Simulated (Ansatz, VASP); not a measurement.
## One calculation of AlSn, two programs

```
CELL_PARAMETERS angstrom
4.22591 0.00000 0.00000
-2.11295 3.65974 0.00000
0.00000 0.00000 3.32875
ATOMIC_POSITIONS crystal
Sn 0.33333 0.66667 0.50000
Al 0.00000 0.00000 0.00000
```

Change from the starting cell: volume scaled by 1.02.

Alike in both runs: task single point; functional PBEsol; k mesh 7 × 7 × 8; occupations fermi-dirac, width 0.05 eV; no spin polarisation.

```csv
,VASP,Ansatz
version,VASP 6.6.1,Ansatz 0.2.0
potentials or method,"VASP PAW PBE potentials, release 64 (Sn_d, Al), cutoff 520 eV","all-electron LAPW, scalar-relativistic"
```

|  | VASP | Ansatz | Ansatz less VASP |
| --- | --- | --- | --- |
| gap on the k mesh at the Fermi level (eV) | none | none | - |
| pressure (GPa) | -2.7 | -2.7 | +0.04 |
| traceless stress, the component that is largest in VASP (GPa) | -0.07 | -0.07 | -0.001 |

VASP's potentials were made for PBE, not for PBEsol. A gap of «none» marks a metal or a gap that the smearing closes. Ansatz ran all-electron here, and VASP with PAW potentials.
